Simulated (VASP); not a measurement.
Crystal: GaO.

```
Ga O
1.0
     3.07401    0.00000    0.00000
    -1.53700    2.66217    0.00000
     0.00000    0.00000   13.07726
Ga O
4 4
Direct
  0.33333 0.66667 0.17700
  0.66667 0.33333 0.67700
  0.33333 0.66667 0.32300
  0.66667 0.33333 0.82300
  0.33333 0.66667 0.60000
  0.66667 0.33333 0.10000
  0.33333 0.66667 0.90000
  0.66667 0.33333 0.40000
```

| Property | Result |
| --- | --- |
| Program | VASP 6.6.1 |
| Task | relaxation of cell and atoms |
| Functional | PBEsol |
| Potentials or basis | VASP PAW PBE potentials, release 64 (Ga_d, O) |
| Cutoff | 600 eV |
| k mesh | 6 × 6 × 2 |
| Occupations | gaussian, width 0.1 eV |
| Spin | no spin polarisation |

At the start: pressure 7.4 GPa; volume 13.38 Å³/atom.

Question: Where does the relaxation end?

Answer: Over 25 steps the energy falls by 735.9 meV/atom and the volume is 13.05 Å³/atom (-2.5 %); space group P6_3/mmc (No. 194, to 0.1 Å) before and after.

Step by step:
| step | energy change (eV) | largest force (eV/Å) | pressure (GPa) | volume (Å³) |
| --- | --- | --- | --- | --- |
| 1 | 0.0000 | 13.6859 | 7.43 | 107.02 |
| 2 | 3.6403 | 4.1989 | 44.29 | 115.14 |
| 3 | -1.4621 | 4.6160 | 22.85 | 113.08 |
| 4 | -4.3054 | 3.2361 | 10.26 | 111.53 |
| 5 | -5.6341 | 1.7492 | -1.04 | 108.74 |
| 6 | -5.8140 | 0.4288 | 0.98 | 109.68 |
| 7 | -5.8385 | 0.1535 | 0.33 | 109.46 |
| 8 | -5.8385 | 0.2007 | 0.19 | 109.41 |
| 9 | -5.8582 | 0.0926 | 0.03 | 109.60 |
| 10 | -5.8632 | 0.0608 | -0.12 | 109.76 |
| 11 | -5.8639 | 0.0611 | 0.05 | 109.61 |
| 12 | -5.8640 | 0.0720 | 0.07 | 109.56 |
| 13 | -5.8644 | 0.0670 | 0.02 | 109.53 |
| 14 | -5.8657 | 0.0518 | -0.19 | 109.44 |
| 15 | -5.8679 | 0.0223 | -0.51 | 109.25 |
| 16 | -5.8703 | 0.0371 | -1.04 | 108.88 |
| 17 | -5.8706 | 0.0632 | -1.36 | 108.71 |
| 18 | -5.8708 | 0.0637 | -1.31 | 108.67 |
| 19 | -5.8714 | 0.0644 | -1.31 | 108.56 |
| 20 | -5.8725 | 0.0654 | -1.30 | 108.33 |
| 21 | -5.8747 | 0.0693 | -1.31 | 107.88 |
| 22 | -5.8784 | 0.0778 | -1.23 | 106.98 |
| 23 | -5.8827 | 0.1043 | -0.93 | 105.19 |
| 24 | -5.8849 | 0.0697 | -0.61 | 104.95 |
| 25 | -5.8871 | 0.0425 | 0.31 | 104.39 |

Final structure:
```cif
data_structure
_symmetry_space_group_name_H-M 'P 1'
_symmetry_Int_Tables_number 1
_cell_length_a 3.0675
_cell_length_b 3.0675
_cell_length_c 12.8097
_cell_angle_alpha 90.000
_cell_angle_beta 90.000
_cell_angle_gamma 120.000
_cell_volume 104.39
loop_
_atom_site_label
_atom_site_type_symbol
_atom_site_fract_x
_atom_site_fract_y
_atom_site_fract_z
_atom_site_occupancy
Ga1 Ga 0.33333 0.66667 0.15326 1
Ga2 Ga 0.66667 0.33333 0.65326 1
Ga3 Ga 0.33333 0.66667 0.34674 1
Ga4 Ga 0.66667 0.33333 0.84674 1
O1 O 0.33333 0.66667 0.59710 1
O2 O 0.66667 0.33333 0.09710 1
O3 O 0.33333 0.66667 0.90290 1
O4 O 0.66667 0.33333 0.40290 1
```

Caveat: the PAW data sets were made with another functional, which shifts forces and pressure a little; the relaxation stopped at a loose force limit of 0.05 eV/Å, so its end isn't a converged minimum.
